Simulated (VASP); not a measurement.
Here is a VASP 6.6.1 calculation.

File INCAR:

```
  PREC = Accurate
  ENCUT = 520
  EDIFF = 1E-6
  ISMEAR = 0
  SIGMA = 0.1
  LREAL = F
  LASPH = T
  NELM = 100
  ALGO = Fast
  ISIF = 2
  LWAVE = F
  LCHARG = F
  GGA = PE
  NBANDS = 50
```

Contents of KPOINTS:

```
Automatic mesh
0
Gamma
  10 10 4
```

The input POSCAR:

```
TiGeRu4
1.0
    3.0031311023      0.0000000000      0.0000000000
    0.0000000000      3.0031311023      0.0000000000
    0.0000000000      0.0000000000      9.4889197748
Ti Ge Ru
1 1 4
Direct
    0.0000000000      0.0000000000      0.0000000000
    0.5000000000      0.5000000000      0.5000000000
    0.5000000000      0.5000000000      0.1580186640
    0.0000000000      0.0000000000      0.3481982869
    0.5000000000      0.5000000000      0.8419813360
    0.0000000000      0.0000000000      0.6518017131
```

Potentials or basis: VASP PAW PBE potentials, release 64 (Ti_sv, Ge_d, Ru_pv).

Launch:

```sh
$ cat potpaw_PBE.64/Ti_sv/POTCAR potpaw_PBE.64/Ge_d/POTCAR potpaw_PBE.64/Ru_pv/POTCAR > POTCAR
$ mpirun -np 1 vasp_std > vasp.out
```

(1) Predict the largest force.

(2) What does it give for the band gap on the k mesh?

(3) What does it give for the pressure?

Answers

(1) 0.030 eV/Å.

(2) zero (band 41 reaches 12.18 eV, above the bottom of band 42 at 10.88 eV).

(3) 0.0 GPa.
